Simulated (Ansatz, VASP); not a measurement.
# Two plane-wave programs on Bi

Contents of INCAR:

```
PREC = Accurate
ENCUT = 520
EDIFF = 1E-6
ISMEAR = 0
SIGMA = 0.02
LREAL = F
LASPH = T
NELM = 100
ALGO = Normal
ISIF = 2
LWAVE = F
LCHARG = F
LDIPOL = T
IDIPOL = 3
DIPOL = 0.5 0.5 0.500
GGA = PE
NBANDS = 22
```

File KPOINTS:

```
regular mesh
0
Gamma
  9 9 1
```

File POSCAR:

```
Bi
1.0
    4.2790000000      0.0000000000      0.0000000000
   -2.1395000000      3.7057227028      0.0000000000
    0.0000000000      0.0000000000     28.0000000000
Bi
2
Direct
    0.3333333333      0.6666666667      0.5462142857
    0.6666666667      0.3333333333      0.4537857143
```

Input for Ansatz:

```yaml
crystal:
  lattice:
    - [4.279, 0.0, 0.0]
    - [-2.1395, 3.7057227028, 0.0]
    - [0.0, 0.0, 28.0]
  atoms:
    - { symbol: Bi, position: [0.3333333333, 0.6666666667, 0.5462142857] }
    - { symbol: Bi, position: [0.6666666667, 0.3333333333, 0.4537857143] }
  periodic: [true, true, false]
basis:
  ecutwfc: 420
kpoints:
  mp_grid: { grid: [9, 9, 1] }
hamiltonian:
  xc: pbe
scf:
  occupations: { method: gaussian, width: 0.02 }
output:
  forces: true
  stress: true
  eigenvalues: true
```

Alike in both runs: task single point; functional PBE; k mesh 9 × 9 × 1; occupations gaussian, width 0.02 eV; no spin polarisation.

|  | VASP | Ansatz |
| --- | --- | --- |
| version | VASP 6.6.1 | Ansatz 0.2.0 |
| potentials or method | VASP PAW PBE potentials, release 64 (Bi_d), cutoff 520 eV | scalar-relativistic, plane waves, PAW |
| valence electrons in the cell | 30 | 30 |

|  | VASP | Ansatz | Ansatz less VASP |
| --- | --- | --- | --- |
| gap on the k mesh at the Fermi level (eV) | none | none | - |
| rms of the force components (eV/Å) | 1.261 | 1.262 | +0.0013 |

Atom by atom the forces differ by 0.001 eV/Å (rms over components). A gap of «none» marks a metal or a gap that the smearing closes.

Neither program's run includes spin-orbit coupling.
